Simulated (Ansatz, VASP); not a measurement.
HfO2: VASP beside Ansatz

```
CELL_PARAMETERS angstrom
3.55802 0.00000 0.00000
0.00000 3.55802 0.00000
0.00000 0.00000 5.32702
ATOMIC_POSITIONS crystal
Hf 0.50000 0.50000 0.50000
Hf 0.00000 0.00000 0.00000
O 0.00000 0.50000 0.69721
O 0.50000 0.00000 0.80279
O 0.50000 0.00000 0.30279
O 0.00000 0.50000 0.19721
```

Alike in both runs: task single point; functional PBE; k mesh 6 × 6 × 4; occupations gaussian, width 0.02 eV; no spin polarisation.

|  | VASP | Ansatz |
| --- | --- | --- |
| version | VASP 6.6.1 | Ansatz 0.2.0 |
| potentials or method | VASP PAW PBE potentials, release 64 (Hf_pv, O), cutoff 520 eV | plane waves, PAW |
| valence electrons in the cell | 44 | 76 |

|  | VASP | Ansatz | Ansatz less VASP |
| --- | --- | --- | --- |
| pressure (GPa) | -0.4 | 2.9 | +3.24 |
| traceless stress, the component that is largest in VASP (GPa) | -6.56 | -6.53 | +0.028 |

With one functional, cell and mesh, what is left measures potentials, basis and numerics. VASP's potentials hold 44 valence electrons a cell and Ansatz's 76, so a difference there can come from the potentials and not from the codes.

Neither program's run includes spin-orbit coupling.
